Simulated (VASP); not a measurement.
A run of VASP 6.6.1 is set up as follows.

Contents of INCAR:

```
SYSTEM = AlNi
PREC = Accurate
ENCUT = 520
EDIFF = 1E-6
ISMEAR = 0
SIGMA = 0.15
LREAL = .False.
LASPH = .True.
NELM = 60
ALGO = Fast
ISIF = 2
LWAVE = .False.
LCHARG = .False.
GGA = PS
NBANDS = 28
```

File KPOINTS:

```
Automatic mesh
0
Gamma
  15 15 5
  0 0 0
```

Contents of POSCAR:

```
AlNi
1.0
    0.0000000000     -2.8618233747      0.0000000000
    0.0000000000      0.0000000000     -2.8618233747
    8.8854701242     -0.4769705624     -0.4769705624
Al Ni
3 3
Direct
    0.9865800415     -0.0134199585      0.0805197512
    0.9329002073     -0.0670997927      0.4025987560
    0.8792203732     -0.1207796268      0.7246777608
    0.3523804561      0.3523804561      0.8857172632
    0.4597401244      0.4597401244      0.2415592536
    0.4060602903      0.4060602903      0.5636382584
```

Potentials or basis: VASP PAW PBE potentials, release 64 (Al, Ni).

Launch:

```sh
$ cat potpaw_PBE.64/Al/POTCAR potpaw_PBE.64/Ni/POTCAR > POTCAR
$ mpirun -np 1 vasp_std > vasp.out
```

Predict the largest force.

1.431 eV/Å.

Estimate the band gap on the k mesh.

zero (an odd number of electrons rules out a gap without spin polarisation).

Predict the pressure.

-1.1 GPa.

Forces on the atoms (eV/Å):
```
Al   0.263  0.943  0.943
Al  -0.033  0.025  0.025
Al   0.452 -0.118 -0.118
Ni  -0.761 -0.857 -0.857
Ni   0.104  0.031  0.031
Ni  -0.026 -0.024 -0.024
```

Caveat: the cell differs from its parent crystal (the part above a cut slid along it); the PAW data sets were made with another functional, which shifts forces and pressure a little. Spin polarisation is off, so any magnetic state and its effect on volume and gap are missing.
